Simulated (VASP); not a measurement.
A run of VASP 6.6.1:

POSCAR

```
Mn
1.0
   -1.4102196118      1.4102196118      1.4102196118
    1.4102196118     -1.4102196118      1.4102196118
    1.4102196118      1.4102196118     -1.4102196118
Mn
1
Direct
    0.0000000000      0.0000000000      0.0000000000
```

Contents of INCAR.step1:

```
PREC = Accurate ; ENCUT = 520
ISMEAR = -1 ; SIGMA = 0.1
LREAL = False ; LASPH = True
NELM = 80 ; NBANDS = 12
GGA = PE ; ALGO = Normal
EDIFF = 1E-4 ; LWAVE = True
LCHARG = False
```

Contents of INCAR.step2:

```
PREC = Accurate ; ENCUT = 520
EDIFF = 1E-7 ; ISMEAR = -1
SIGMA = 0.1 ; LREAL = False
LASPH = True ; NELM = 80
ALGO = Normal ; ISIF = 2
LWAVE = False ; LCHARG = False
METAGGA = R2SCAN ; LMIXTAU = True
NBANDS = 12 ; ISTART = 1
```

The input KPOINTS:

```
Automatic mesh
0
Gamma
  17 17 17
```

Potentials or basis: VASP PAW PBE potentials, release 64 (Mn_pv).

Launch:

```bash
$ cat potpaw_PBE.64/Mn_pv/POTCAR > POTCAR
$ cp INCAR.step1 INCAR
$ mpirun -np 1 vasp_std > vasp.out
$ cp INCAR.step2 INCAR
$ mpirun -np 1 vasp_std > vasp.out
```

Hardware: 1 thread of Intel(R) Xeon(R) 6975P-C (Granite Rapids), on a shared host.

**Question.** How long does it take, and how much memory?

**Answer.** Wall time 33 s on 1 thread of Intel(R) Xeon(R) 6975P-C (Granite Rapids), with other jobs on the host, peak memory 0.13 GiB. Counts: k points 165.
